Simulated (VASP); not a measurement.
# Ti2Al (Fm-3m) in VASP: single point with PBE

Aim: the single point of Ti2Al with PBE.

Program: VASP 6.6.1. These are calculated values, not measurements. Logs are shortened: lines on timing, memory, paths and dates and some standing lists are left out, and cuts for length are marked.

**1. The cell of the first run**

Symmetry: Fm-3m, No. 225, cubic system. The conventional cell has a = 6.179 Å, b = 6.179 Å, c = 6.179 Å, α = 90.00°, β = 90.00°, γ = 90.00°. Within 3.5 Å of Ti (site symmetry -43m) lie 4 Al at 2.68 Å and 6 Ti at 3.09 Å. Al (site symmetry m-3m) has 8 Ti at 2.68 Å within 3.5 Å.

**2. Single point, PBE**

The input, POSCAR:

```
Ti2Al
1.0
    0.0000000000      3.0896570568      3.0896570568
    3.0896570568      0.0000000000      3.0896570568
    3.0896570568      3.0896570568      0.0000000000
Ti Al
2 1
Direct
    0.2500000000      0.2500000000      0.2500000000
    0.7500000000      0.7500000000      0.7500000000
    0.0000000000      0.0000000000      0.0000000000
```

The input, INCAR.step1:

```
SYSTEM = Ti2Al
PREC = Accurate ; ENCUT = 520
EDIFF = 1E-6 ; ISMEAR = 0
SIGMA = 0.1 ; LREAL = .FALSE.
LASPH = .TRUE. ; NELM = 60
ALGO = Normal ; ISIF = 2
LWAVE = .FALSE. ; LCHARG = .TRUE.
LMAXMIX = 4 ; GGA = PE
NBANDS = 20
```

The input, KPOINTS.step1:

```
regular mesh
0
G
  14 14 14
  0 0 0
```

The input, INCAR.step2:

```
SYSTEM = Ti2Al
PREC = Accurate ; ENCUT = 520
EDIFF = 1E-6 ; ISMEAR = -5
SIGMA = 0.1 ; LREAL = .FALSE.
LASPH = .TRUE. ; NELM = 60
ALGO = Normal ; ISIF = 2
LWAVE = .FALSE. ; LCHARG = .FALSE.
LMAXMIX = 4 ; GGA = PE
LORBIT = 11 ; NEDOS = 2001
ICHARG = 11
```

The input, KPOINTS.step2:

```
regular mesh
0
G
  21 21 21
  0 0 0
```

Potentials or basis: VASP PAW PBE potentials, release 64 (Ti_sv, Al).

Command:

```console
> cat potpaw_PBE.64/Ti_sv/POTCAR potpaw_PBE.64/Al/POTCAR > POTCAR
> cp INCAR.step1 INCAR
> cp KPOINTS.step1 KPOINTS
> mpirun -np 1 vasp_std > vasp.out
> cp INCAR.step2 INCAR
> cp KPOINTS.step2 KPOINTS
> mpirun -np 1 vasp_std > vasp.out
```

OUTCAR:

```text
SYSTEM = Ti2Al
   PREC = Accurate
   ENCUT = 520
   EDIFF = 1E-6
   ISMEAR = -5
   LREAL = .FALSE.
   LASPH = .TRUE.
   NELM = 60
   ISIF = 2
   GGA = PE
   LORBIT = 11
   ICHARG = 11

 ion  position               nearest neighbor table
   1  0.250  0.250  0.250-   3 2.68   3 2.68   3 2.68   3 2.68
   2  0.750  0.750  0.750-   3 2.68   3 2.68   3 2.68   3 2.68
   3  0.000  0.000  0.000-   2 2.68   2 2.68   2 2.68   1 2.68   2 2.68   1 2.68   1 2.68   1 2.68

  LATTYP: Found a face centered cubic cell.
 ALAT       =     6.1793141136

  Lattice vectors:

 A1 = (   0.0000000000,   3.0896570568,   3.0896570568)
 A2 = (   3.0896570568,   0.0000000000,   3.0896570568)
 A3 = (   3.0896570568,   3.0896570568,   0.0000000000)

Analysis of symmetry for initial positions (statically):
=====================================================================
 Subroutine PRICEL returns:
 Original cell was already a primitive cell.

 Routine SETGRP: Setting up the symmetry group for a
 face centered cubic supercell.

 Subroutine GETGRP returns: Found 48 space group operations
 (whereof 48 operations were pure point group operations)
 out of a pool of 48 trial point group operations.

The static configuration has the point symmetry O_h .

Analysis of symmetry for dynamics (positions and initial velocities):
=====================================================================
 Subroutine PRICEL returns:
 Original cell was already a primitive cell.

 Routine SETGRP: Setting up the symmetry group for a
 face centered cubic supercell.

 Subroutine GETGRP returns: Found 48 space group operations
 (whereof 48 operations were pure point group operations)
 out of a pool of 48 trial point group operations.

The dynamic configuration has the point symmetry O_h .

 Subroutine INISYM returns: Found 48 space group operations
 (whereof 48 operations are pure point group operations),
 and found     1 'primitive' translations

----------------------------------------------------------------------------------------

                                     Primitive cell

  volume of cell :      58.9876

  direct lattice vectors                    reciprocal lattice vectors
     0.000000000  3.089657057  3.089657057    -0.161830258  0.161830258  0.161830258
     3.089657057  0.000000000  3.089657057     0.161830258 -0.161830258  0.161830258
     3.089657057  3.089657057  0.000000000     0.161830258  0.161830258 -0.161830258

  length of vectors
[... 95 lines left out ...]
   TEBEG  =    0.0;   TEEND  =   0.0 temperature during run
   PSTRESS=    0.0 pullay stress
   NELECT =      27.0000    total number of electrons
   NUPDOWN=      -1.0000    fix difference up-down
   EMIN   =  10.00;   EMAX   =-10.00  energy-range for DOS
   EFERMI =   0.00;   METHOD = LEGACY
   ISMEAR =    -5;   SIGMA  =   0.10  broadening in eV -4-tet -1-fermi 0-gaus
   EFERMI_NEDOS =   21; number of points for ismear=-14 and -15
   IALGO  =     38    algorithm
   IMIX   =      4    mixing-type and parameters
     AMIX     =   0.40;   BMIX     =  1.00
     AMIX_MAG =   1.60;   BMIX_MAG =  1.00
  volume/ion in A,a.u.               =      19.66       132.69
  Fermi-wavevector in a.u.,A,eV,Ry     =   1.261660  2.384192 21.657577  1.591787
  Thomas-Fermi vector in A             =   2.395108
   LORBIT       =     11    0 simple, 1 ext, 2 COOP (PROOUT), +10 PAW based schemes
   GGA     = PE    functional components
   LHFCALC =     F    Hartree Fock is set to
   AEXX    =    0.0000 exact exchange contribution
   IVDW    =     0    specifies the selected vdW correction
   LEPSILON=     F    determine dielectric tensor
   LRPA    =     F    only Hartree local field effects (RPA)
 non-spin polarized calculation
 Fermi weights with tetrahedron method with Bloechl corrections
  energy-cutoff  :      520.00
  volume of cell :       58.99
 maximum number of plane-waves:      1639

 number of electron      26.9999991 magnetization

 Free energy of the ion-electron system (eV)
  ---------------------------------------------------
  ext. energy  EPLUGINS =         0.00000000
  ---------------------------------------------------
  free energy    TOTEN  =       -18.55778913 eV

  energy without entropy =      -18.55778913  energy(sigma->0) =      -18.55778913

 E-fermi :   6.1830     XC(G=0): -10.3374

 val. band max:        6.1863286664   @ k =  -0.4286   0.0952   0.0000
 cond. band min:       6.1587991667   @ k =   0.3810   0.3333   0.0000
 fundamental gap:     -0.0275294998
 Fermi energy:         6.1830199481

 k-point     1 :       0.0000    0.0000    0.0000
  band No.  band energies     occupation
      1     -50.6879      2.00000
      2     -50.6300      2.00000
      3     -26.9842      2.00000
      4     -26.9842      2.00000
      5     -26.9842      2.00000
      6     -26.8295      2.00000
[... 457 lines left out ...]
      4     -26.9268      2.00000
      5     -26.9230      2.00000
      6     -26.8993      2.00000
[... 9 lines left out ...]
     16       7.3309      0.00000
     17       7.6143      0.00000

 [... further k-points ...]

------------------------ aborting loop because EDIFF is reached ----------------------------------------

  FORCE on cell =-STRESS in cart. coord.  units (eV):
  Direction    XX          YY          ZZ          XY          YZ          ZX
  --------------------------------------------------------------------------------------
  -------------------------------------------------------------------------------------
  Total       -0.0496853     -0.0496853     -0.0496853      0.0000000      0.0000000      0.0000000
  in kB       -1.3495135     -1.3495135     -1.3495135      0.0000000      0.0000000      0.0000000
  external PRESSURE =      -1.3495135 kB  Pullay stress =       0.0000000 kB

 VOLUME and BASIS-vectors are now :
 -----------------------------------------------------------------------------
  energy-cutoff  :      520.00
  volume of cell :       58.99
      direct lattice vectors                 reciprocal lattice vectors
     0.000000000  3.089657057  3.089657057    -0.161830258  0.161830258  0.161830258
     3.089657057  0.000000000  3.089657057     0.161830258 -0.161830258  0.161830258
     3.089657057  3.089657057  0.000000000     0.161830258  0.161830258 -0.161830258

 POSITION                                       TOTAL-FORCE (eV/Angst)
 -----------------------------------------------------------------------------------
      1.54483      1.54483      1.54483        -0.000000     -0.000000     -0.000000
      4.63449      4.63449      4.63449         0.000000      0.000000      0.000000
      0.00000      0.00000      0.00000         0.000000      0.000000      0.000000
 -----------------------------------------------------------------------------------
    total drift:                               -0.000000     -0.000000      0.000000

  FREE ENERGIE OF THE ION-ELECTRON SYSTEM (eV)
  ---------------------------------------------------
  free  energy   TOTEN  =       -18.5577891281 eV

  energy  without entropy=      -18.5577891281  energy(sigma->0) =      -18.55778913

 total charge

# of ion       s       p       d       tot
------------------------------------------
    1        2.206   6.093   1.859  10.159
    2        2.206   6.093   1.859  10.159
    3        0.460   0.481   0.000   0.941
--------------------------------------------------
tot          4.872  12.667   3.719  21.258
```

It took 6.4 min on 1 thread of Intel Xeon 8259CL, shared host; peak memory 0.4 GiB.

Results:

* Valence electrons inside the program's atomic spheres: Ti 10.16; Al 0.94

Caveat: tetrahedron occupations give inexact forces and stress in metals.
